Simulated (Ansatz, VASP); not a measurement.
# Yb in VASP and in Ansatz

Contents of INCAR:

```
SYSTEM = Yb
PREC = Accurate ; ENCUT = 520
EDIFF = 1E-7 ; ISMEAR = -1
SIGMA = 0.05 ; LREAL = .FALSE.
LASPH = .TRUE. ; NELM = 150
ALGO = Normal ; ISIF = 2
LWAVE = .FALSE. ; LCHARG = .FALSE.
ISPIN = 2 ; MAGMOM = 2
LORBIT = 11 ; NUPDOWN = 2.0
LMAXMIX = 6 ; GGA = PE
NBANDS = 22
```

KPOINTS

```
Automatic mesh
0
G
  7 7 7
  0 0 0
```

Contents of POSCAR:

```
Yb
1.0
   -2.1514830000      2.1514830000      2.1514830000
    2.1514830000     -2.1514830000      2.1514830000
    2.1514830000      2.1514830000     -2.1514830000
Yb
1
Direct
    0.0000000000      0.0000000000      0.0000000000
```

File input.yaml:

```yaml
crystal:
  lattice:
    - [-2.151483, 2.151483, 2.151483]
    - [2.151483, -2.151483, 2.151483]
    - [2.151483, 2.151483, -2.151483]
  atoms:
    - { symbol: Yb, position: [0.0, 0.0, 0.0], spin: 2.0 }
hamiltonian:
  xc: pbe
  pseudopotentials: { kind: paw }
magnetization:
  spin_polarized: true
  initial_magnetization: 2.0
  spin_locking: { lock_magnetization: hard }
kpoints:
  mp_grid: { grid: [7, 7, 7] }
scf:
  occupations: { method: fermi_dirac, width: 0.05 }
  lower_state_search: "off"
output:
  forces: true
  stress: true
  eigenvalues: true
```

Alike in both runs: task single point; functional PBE; k mesh 7 × 7 × 7; occupations fermi-dirac, width 0.05 eV; collinear spin; fixed moment 2 μB.

```csv
,VASP,Ansatz
version,VASP 6.6.1,Ansatz 0.2.0
potentials or method,"VASP PAW PBE potentials, release 64 (Yb)",Ansatz PAW
plane-wave cutoff (eV),520,420
valence electrons in the cell,24,24
```

Ansatz gave:

```
pressure (GPa)                                                : -2.2
net moment per atom (μB)                                      : 2.00
size of the moment on the site where the two differ most (μB) : 1.18
```

Question: What did VASP give for the same quantities?

Answer: Pressure (GPa): -2.3; net moment per atom (μB): 2.00; size of the moment on the site where the two differ most (μB): 0.89.

Site moments also hang on the region over which each program counts them.

Spin-orbit coupling is off throughout.
